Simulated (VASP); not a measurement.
# AlN (F-43m) in VASP: notebook

Aim: see how the results for AlN move with the level of theory and the settings. Levels: r2SCAN, HSE06. Tasks: single point.

Program: VASP 6.6.1. These are calculated values, not measurements. Logs are shortened: lines on timing, memory, paths and dates and some standing lists are left out, and cuts for length are marked.

## (1) The cell of the first run

Symmetry: F-43m, No. 216, cubic system. The conventional cell has a = 4.370 Å, b = 4.370 Å, c = 4.370 Å, α = 90.00°, β = 90.00°, γ = 90.00°. Al (site symmetry -43m) has 4 N at 1.89 Å within 2.5 Å. Within 2.5 Å of N (site symmetry -43m) lie 4 Al at 1.89 Å.

## (2) Single point, r2SCAN

POSCAR

```
AlN
1.0
    0.0000000000      2.1848764218      2.1848764218
    2.1848764218      0.0000000000      2.1848764218
    2.1848764218      2.1848764218      0.0000000000
Al N
1 1
Direct
    0.0000000000      0.0000000000      0.0000000000
    0.2500000000      0.2500000000      0.2500000000
```

INCAR.step1

```
SYSTEM = AlN
PREC = Accurate
ENCUT = 520
ISMEAR = 0
SIGMA = 0.01
LREAL = .False.
LASPH = .True.
NELM = 100
NBANDS = 11
GGA = PE
ALGO = Normal
EDIFF = 1E-4
LWAVE = .True.
LCHARG = .False.
```

INCAR.step2

```
SYSTEM = AlN
PREC = Accurate
ENCUT = 520
EDIFF = 1E-6
ISMEAR = 0
SIGMA = 0.01
LREAL = .False.
LASPH = .True.
NELM = 100
ALGO = Normal
ISIF = 2
LWAVE = .False.
LCHARG = .True.
METAGGA = R2SCAN
LMIXTAU = .True.
LELF = .True.
LVHAR = .True.
NBANDS = 11
ISTART = 1
```

KPOINTS

```
regular mesh
0
Gamma
  6 6 6
  0 0 0
```

Potentials or basis: VASP PAW PBE potentials, release 64 (Al, N).

On the command line:

```sh
$ cat potpaw_PBE.64/Al/POTCAR potpaw_PBE.64/N/POTCAR > POTCAR
$ cp INCAR.step1 INCAR
$ mpirun -np 1 vasp_std > vasp.out
$ cp INCAR.step2 INCAR
$ mpirun -np 1 vasp_std > vasp.out
```

OUTCAR:

```text
SYSTEM = AlN
   PREC = Accurate
   ENCUT = 520
   EDIFF = 1E-6
   ISMEAR = 0
   LREAL = .False.
   LASPH = .True.
   NELM = 100
   ISIF = 2
   METAGGA = R2SCAN
   ISTART = 1

 ion  position               nearest neighbor table
   1  0.000  0.000  0.000-   2 1.89   2 1.89   2 1.89   2 1.89
   2  0.250  0.250  0.250-   1 1.89   1 1.89   1 1.89   1 1.89

  LATTYP: Found a face centered cubic cell.
 ALAT       =     4.3697528436

  Lattice vectors:

 A1 = (   0.0000000000,   2.1848764218,   2.1848764218)
 A2 = (   2.1848764218,   0.0000000000,   2.1848764218)
 A3 = (   2.1848764218,   2.1848764218,   0.0000000000)

Analysis of symmetry for initial positions (statically):
=====================================================================
 Subroutine PRICEL returns:
 Original cell was already a primitive cell.

 Routine SETGRP: Setting up the symmetry group for a
 face centered cubic supercell.

 Subroutine GETGRP returns: Found 24 space group operations
 (whereof 24 operations were pure point group operations)
 out of a pool of 48 trial point group operations.

The static configuration has the point symmetry T_d .

Analysis of symmetry for dynamics (positions and initial velocities):
=====================================================================
 Subroutine PRICEL returns:
 Original cell was already a primitive cell.

 Routine SETGRP: Setting up the symmetry group for a
 face centered cubic supercell.

 Subroutine GETGRP returns: Found 24 space group operations
 (whereof 24 operations were pure point group operations)
 out of a pool of 48 trial point group operations.

The dynamic configuration has the point symmetry T_d .

 Subroutine INISYM returns: Found 24 space group operations
 (whereof 24 operations are pure point group operations),
 and found     1 'primitive' translations

----------------------------------------------------------------------------------------

                                     Primitive cell

  volume of cell :      20.8598

  direct lattice vectors                    reciprocal lattice vectors
     0.000000000  2.184876422  2.184876422    -0.228845895  0.228845895  0.228845895
     2.184876422  0.000000000  2.184876422     0.228845895 -0.228845895  0.228845895
     2.184876422  2.184876422  0.000000000     0.228845895  0.228845895 -0.228845895

  length of vectors
     3.089881868  3.089881868  3.089881868     0.396372717  0.396372717  0.396372717

[... 77 lines left out ...]
   ISIF   =      2    stress and relaxation
   ISYM   =      2    0-nonsym 1-usesym 2-fastsym
   POTIM  = 0.5000    time-step for ionic-motion
   TEBEG  =    0.0;   TEEND  =   0.0 temperature during run
   PSTRESS=    0.0 pullay stress
   NELECT =       8.0000    total number of electrons
   NUPDOWN=      -1.0000    fix difference up-down
   EMIN   =  10.00;   EMAX   =-10.00  energy-range for DOS
   EFERMI =   0.00;   METHOD = LEGACY
   ISMEAR =     0;   SIGMA  =   0.01  broadening in eV -4-tet -1-fermi 0-gaus
   EFERMI_NEDOS =   21; number of points for ismear=-14 and -15
   IALGO  =     38    algorithm
   IMIX   =      4    mixing-type and parameters
     AMIX     =   0.40;   BMIX     =  1.00
     AMIX_MAG =   1.60;   BMIX_MAG =  1.00
  volume/ion in A,a.u.               =      10.43        70.38
  Fermi-wavevector in a.u.,A,eV,Ry     =   1.189418  2.247675 19.248378  1.414716
  Thomas-Fermi vector in A             =   2.325526
   LORBIT       =      0    0 simple, 1 ext, 2 COOP (PROOUT), +10 PAW based schemes
   METAGGA = R2SCAN    functional components
   LHFCALC =     F    Hartree Fock is set to
   AEXX    =    0.0000 exact exchange contribution
   IVDW    =     0    specifies the selected vdW correction
   LEPSILON=     F    determine dielectric tensor
   LRPA    =     F    only Hartree local field effects (RPA)
 non-spin polarized calculation
 Gauss-broadening in eV      SIGMA  =   0.01
  energy-cutoff  :      520.00
  volume of cell :       20.86
 maximum number of plane-waves:       588
   NGX = 11   NGY = 11   NGZ = 11

 number of electron       8.0000000 magnetization

 Free energy of the ion-electron system (eV)
  ---------------------------------------------------
  ext. energy  EPLUGINS =         0.00000000
  ---------------------------------------------------
  free energy    TOTEN  =       -19.17830536 eV

  energy without entropy =      -19.17830536  energy(sigma->0) =      -19.17830536

 E-fermi :   5.7772     XC(G=0): -11.4125

 val. band max:        5.6834820371   @ k =   0.0000   0.0000   0.0000
 cond. band min:       9.6157772084   @ k =   0.5000   0.5000   0.0000
 fundamental gap:      3.9322951713
 Fermi energy:         5.7772082155

 k-point     1 :       0.0000    0.0000    0.0000
  band No.  band energies     occupation
      1     -10.0514      2.00000
      2       5.6835      2.00000
      3       5.6835      2.00000
      4       5.6835      2.00000
      5      10.5639      0.00000
      6      19.1909      0.00000
      7      19.1909      0.00000
      8      19.1909      0.00000
      9      24.2063      0.00000
     10      24.2063      0.00000
     11      25.9161      0.00000
[... 197 lines left out ...]
 k-point    16 :      -0.3333    0.5000    0.1667
  band No.  band energies     occupation
      1      -7.3760      2.00000
      2       1.3394      2.00000
      3       2.8756      2.00000
      4       3.1944      2.00000
      5      11.5671      0.00000
      6      16.9030      0.00000
      7      19.6255      0.00000
      8      19.8483      0.00000
      9      23.4802      0.00000
     10      27.1080      0.00000
     11      31.5535      0.00000

------------------------ aborting loop because EDIFF is reached ----------------------------------------

  FORCE on cell =-STRESS in cart. coord.  units (eV):
  Direction    XX          YY          ZZ          XY          YZ          ZX
  --------------------------------------------------------------------------------------
  -------------------------------------------------------------------------------------
  Total       -0.0503727     -0.0503727     -0.0503727     -0.0000000      0.0000000     -0.0000000
  in kB       -3.8689662     -3.8689662     -3.8689662     -0.0000000      0.0000000     -0.0000000
  external PRESSURE =      -3.8689662 kB  Pullay stress =       0.0000000 kB

 VOLUME and BASIS-vectors are now :
 -----------------------------------------------------------------------------
  energy-cutoff  :      520.00
  volume of cell :       20.86
      direct lattice vectors                 reciprocal lattice vectors
     0.000000000  2.184876422  2.184876422    -0.228845895  0.228845895  0.228845895
     2.184876422  0.000000000  2.184876422     0.228845895 -0.228845895  0.228845895
     2.184876422  2.184876422  0.000000000     0.228845895  0.228845895 -0.228845895

 POSITION                                       TOTAL-FORCE (eV/Angst)
 -----------------------------------------------------------------------------------
      0.00000      0.00000      0.00000        -0.000000     -0.000000     -0.000000
      1.09244      1.09244      1.09244         0.000000      0.000000      0.000000
 -----------------------------------------------------------------------------------
    total drift:                               -0.000000     -0.000000     -0.000000

  FREE ENERGIE OF THE ION-ELECTRON SYSTEM (eV)
  ---------------------------------------------------
  free  energy   TOTEN  =       -19.1783053584 eV

  energy  without entropy=      -19.1783053584  energy(sigma->0) =      -19.17830536
```

OUTCAR.step1:

```text
SYSTEM = AlN
   PREC = Accurate
   ENCUT = 520
   ISMEAR = 0
   LREAL = .False.
   LASPH = .True.
[... 434 lines left out ...]
      0.00000      0.00000      0.00000        -0.000000     -0.000000     -0.000000
      1.09244      1.09244      1.09244         0.000000      0.000000      0.000000
 -----------------------------------------------------------------------------------
    total drift:                                0.000000      0.000000      0.000000

  FREE ENERGIE OF THE ION-ELECTRON SYSTEM (eV)
  ---------------------------------------------------
  free  energy   TOTEN  =       -14.8393446756 eV

  energy  without entropy=      -14.8393446756  energy(sigma->0) =      -14.83934468
```

OSZICAR.step1:

```text
N       E                     dE             d eps       ncg     rms          rms(c)
DAV:   1     0.885259296233E+01    0.88526E+01   -0.40978E+03   360   0.614E+02
DAV:   2    -0.163804754451E+02   -0.25233E+02   -0.24174E+02   417   0.135E+02
DAV:   3    -0.172146611011E+02   -0.83419E+00   -0.83335E+00   430   0.224E+01
DAV:   4    -0.172191011031E+02   -0.44400E-02   -0.44398E-02   400   0.178E+00
DAV:   5    -0.172191550472E+02   -0.53944E-04   -0.53944E-04   438   0.189E-01    0.862E+00
DAV:   6    -0.148493113669E+02    0.23698E+01   -0.11831E+01   414   0.173E+01    0.283E+00
DAV:   7    -0.148458138374E+02    0.34975E-02   -0.17278E-01   391   0.324E+00    0.206E+00
DAV:   8    -0.148407468960E+02    0.50669E-02   -0.28505E-02   379   0.159E+00    0.585E-01
DAV:   9    -0.148392995068E+02    0.14474E-02   -0.41326E-03   415   0.382E-01    0.234E-01
DAV:  10    -0.148393446756E+02   -0.45169E-04   -0.41926E-04   367   0.132E-01
   1 F= -.14839345E+02 E0= -.14839345E+02  d E =-.252066E-11
```

It took 12 s on 1 thread of Intel Xeon 6975P-C, shared host; peak memory 0.14 GiB.

What came out:

```
Free energy            : -19.1783 eV
Pressure               : -0.4 GPa
Band gap on the k mesh : 3.93 eV, indirect (least direct gap 4.88 eV)
```

Caveat: the PAW data sets were made with another functional, which shifts forces and pressure a little. r2SCAN opens gaps a little over a GGA but as a rule still falls short of measured ones.

## (3) Single point, HSE06

POSCAR is that of step 2.

INCAR.step1

```
SYSTEM = AlN
ALGO = Normal
EDIFF = 1E-5
ENCUT = 520
GGA = PE
ISIF = 2
ISMEAR = 0
LASPH = .TRUE.
LREAL = .FALSE.
LWAVE = .TRUE.
NBANDS = 11
NELM = 100
PREC = Accurate
SIGMA = 0.01
```

INCAR.step2

```
SYSTEM = AlN
ALGO = Normal
EDIFF = 1E-6
ENCUT = 520
GGA = PE
HFSCREEN = 0.2079
ISIF = 2
ISMEAR = 0
ISTART = 1
LASPH = .TRUE.
LCHARG = .TRUE.
LELF = .TRUE.
LHFCALC = .TRUE.
LREAL = .FALSE.
LVHAR = .TRUE.
LWAVE = .FALSE.
NBANDS = 11
NELM = 100
PREC = Accurate
PRECFOCK = Normal
SIGMA = 0.01
```

KPOINTS

```
k-points
0
G
  6 6 6
  0 0 0
```

Potentials or basis: VASP PAW PBE potentials, release 64 (Al, N).

On the command line:

```sh
$ cat potpaw_PBE.64/Al/POTCAR potpaw_PBE.64/N/POTCAR > POTCAR
$ cp INCAR.step1 INCAR
$ mpirun -np 1 vasp_std > vasp.out
$ cp INCAR.step2 INCAR
$ mpirun -np 1 vasp_std > vasp.out
```

OUTCAR:

```text
SYSTEM = AlN
   EDIFF = 1E-6
   ENCUT = 520
   GGA = PE
   HFSCREEN = 0.2079
   ISIF = 2
   ISMEAR = 0
   ISTART = 1
   LASPH = .TRUE.
   LHFCALC = .TRUE.
   LREAL = .FALSE.
   NELM = 100
   PREC = Accurate
   PRECFOCK = Normal

 ion  position               nearest neighbor table
   1  0.000  0.000  0.000-   2 1.89   2 1.89   2 1.89   2 1.89
   2  0.250  0.250  0.250-   1 1.89   1 1.89   1 1.89   1 1.89

  LATTYP: Found a face centered cubic cell.
 ALAT       =     4.3697528436

  Lattice vectors:

 A1 = (   0.0000000000,   2.1848764218,   2.1848764218)
 A2 = (   2.1848764218,   0.0000000000,   2.1848764218)
 A3 = (   2.1848764218,   2.1848764218,   0.0000000000)

Analysis of symmetry for initial positions (statically):
=====================================================================
 Subroutine PRICEL returns:
 Original cell was already a primitive cell.

 Routine SETGRP: Setting up the symmetry group for a
 face centered cubic supercell.

 Subroutine GETGRP returns: Found 24 space group operations
 (whereof 24 operations were pure point group operations)
 out of a pool of 48 trial point group operations.

The static configuration has the point symmetry T_d .
[... 170 lines left out ...]
      2       5.0348      2.00000
      3       5.0348      2.00000
      4       5.0348      2.00000
      5      10.5746      0.00000
      6      19.2615      0.00000
      7      19.2615      0.00000
      8      19.2615      0.00000
      9      24.6196      0.00000
     10      24.6196      0.00000
     11      26.0108      0.00000
[... 197 lines left out ...]
 k-point    16 :      -0.3333    0.5000    0.1667
  band No.  band energies     occupation
      1      -8.5317      2.00000
      2       0.3459      2.00000
      3       2.0102      2.00000
      4       2.3611      2.00000
      5      11.6189      0.00000
      6      16.9443      0.00000
      7      19.8253      0.00000
      8      20.0556      0.00000
      9      23.6760      0.00000
     10      27.2771      0.00000
     11      31.8985      0.00000

------------------------ aborting loop because EDIFF is reached ----------------------------------------

  FORCE on cell =-STRESS in cart. coord.  units (eV):
  Direction    XX          YY          ZZ          XY          YZ          ZX
  --------------------------------------------------------------------------------------
  -------------------------------------------------------------------------------------
  Total       -0.1049289     -0.1049289     -0.1049289      0.0000000      0.0000000     -0.0000000
  in kB       -8.0592580     -8.0592580     -8.0592580      0.0000000      0.0000000     -0.0000000
  external PRESSURE =      -8.0592580 kB  Pullay stress =       0.0000000 kB

 VOLUME and BASIS-vectors are now :
 -----------------------------------------------------------------------------
  energy-cutoff  :      520.00
  volume of cell :       20.86
      direct lattice vectors                 reciprocal lattice vectors
     0.000000000  2.184876422  2.184876422    -0.228845895  0.228845895  0.228845895
     2.184876422  0.000000000  2.184876422     0.228845895 -0.228845895  0.228845895
     2.184876422  2.184876422  0.000000000     0.228845895  0.228845895 -0.228845895

 POSITION                                       TOTAL-FORCE (eV/Angst)
 -----------------------------------------------------------------------------------
      0.00000      0.00000      0.00000        -0.000000     -0.000000     -0.000000
      1.09244      1.09244      1.09244         0.000000      0.000000      0.000000
 -----------------------------------------------------------------------------------
    total drift:                                0.000000     -0.000000     -0.000000

  FREE ENERGIE OF THE ION-ELECTRON SYSTEM (eV)
  ---------------------------------------------------
  free  energy   TOTEN  =       -17.3948490078 eV

  energy  without entropy=      -17.3948490078  energy(sigma->0) =      -17.39484901
```

OUTCAR.step1:

```text
SYSTEM = AlN
   EDIFF = 1E-5
   ENCUT = 520
   GGA = PE
   ISIF = 2
   ISMEAR = 0
[... 435 lines left out ...]
      0.00000      0.00000      0.00000         0.000000      0.000000      0.000000
      1.09244      1.09244      1.09244        -0.000000     -0.000000     -0.000000
 -----------------------------------------------------------------------------------
    total drift:                                0.000000      0.000000      0.000000

  FREE ENERGIE OF THE ION-ELECTRON SYSTEM (eV)
  ---------------------------------------------------
  free  energy   TOTEN  =       -14.8393572219 eV

  energy  without entropy=      -14.8393572219  energy(sigma->0) =      -14.83935722
```

Run time: 6.9 min. Hardware: 1 thread of Intel Xeon 6975P-C, shared host; peak memory 0.24 GiB.

Results:

```yaml
Free_energy: -17.3948 eV
Pressure: -0.8 GPa
Band_gap_on_the_k_mesh: 4.55 eV, indirect (least direct gap 5.54 eV)
```

Levels at points of the mesh, in eV from the valence-band top:
| k point | band 2 | band 3 | band 4 | band 5 | band 6 | band 7 |
| --- | --- | --- | --- | --- | --- | --- |
| (0.00, 0.00, 0.00) | 0.00 | 0.00 | 0.00 | 5.54 | 14.23 | 14.23 |
| (0.50, 0.00, 0.00) | -6.34 | -0.53 | -0.53 | 8.86 | 11.63 | 12.74 |
| (0.50, 0.50, 0.00) | -5.33 | -1.95 | -1.95 | 4.55 | 10.07 | 16.08 |

Caveat: the PAW data sets were made with another functional, which shifts forces and pressure a little.
